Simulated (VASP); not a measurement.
**TaN: single point with PBE**

TaN:

```
CELL_PARAMETERS angstrom
0.00000 2.07005 2.17900
2.07005 0.00000 2.17900
2.07005 2.07005 0.00000
ATOMIC_POSITIONS crystal
Ta 0.50000 0.50000 0.50000
N 0.00000 0.00000 0.00000
```

This cell differs from its parent crystal: strain -0.050 along x and y, +0.000 along z.

```yaml
Program: VASP 6.6.1
Task: single point
Functional: PBE
Potentials_or_basis: VASP PAW PBE potentials, release 64 (Ta_pv, N)
Cutoff: 520 eV
k_mesh: 18 × 18 × 18
Occupations: gaussian, width 0.15 eV
Spin: no spin polarisation
Dipole_correction: no
Further_INCAR_settings: ALGO = Normal; EDIFF = 1e-07; NBANDS = 15
```

* Pressure: 69.4 GPa
* Band gap on the k mesh: zero (band 8 reaches 13.24 eV, above the bottom of band 9 at 8.70 eV)

Stress tensor (GPa, compression positive):
```
86.24  0.00  0.00
 0.00 86.24  0.00
 0.00  0.00 35.70
```

Levels at points of the mesh, in eV from the Fermi level:
```
           k point  band 6  band 7  band 8  band 9  band 10  band 11
(0.00, 0.00, 0.00)   -4.09   -4.09   -2.97   -2.23    -2.23    -0.68
(0.50, 0.00, 0.00)   -8.64   -8.58    2.16    2.38     2.70     4.24
(0.50, 0.50, 0.00)   -6.36   -4.72   -4.72    2.56     4.32     4.32
(0.50, 0.00, 0.50)   -6.44   -5.18   -4.82    2.43     3.88     4.78
```

Run time: 40 s on 1 thread of Intel(R) Xeon(R) 6975P-C (Granite Rapids) (shared host), peak memory 0.26 GiB.

Caveat: the cell differs from its parent crystal (strain -0.050 along x and y, +0.000 along z); spin-orbit coupling is left out, which moves the levels of the heavy elements.
